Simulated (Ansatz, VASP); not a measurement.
## B in VASP and in Ansatz

```
CELL_PARAMETERS angstrom
1.77783 0.00000 0.00000
0.00000 1.77783 0.00000
0.00000 0.00000 1.77783
ATOMIC_POSITIONS crystal
B 0.00000 0.00000 0.00000
```

Change from the starting cell: volume scaled by 0.84, LAPW.

Alike in both runs: task single point; functional PBE; k mesh 22 × 22 × 22; occupations fermi-dirac, width 0.05 eV; no spin polarisation.

|  | VASP | Ansatz |
| --- | --- | --- |
| version | VASP 6.6.1 | Ansatz 0.2.0 |
| potentials or method | VASP PAW PBE potentials, release 64 (B), cutoff 520 eV | all-electron LAPW, scalar-relativistic |

Ansatz gave:

```
pressure (GPa) : 56.0
```

Question: Which values does VASP return?

Answer: Pressure (GPa): 56.2.

Both programs put the cell under a high pressure, so it lies far from rest at this level. Ansatz ran all-electron here, and VASP with PAW potentials.
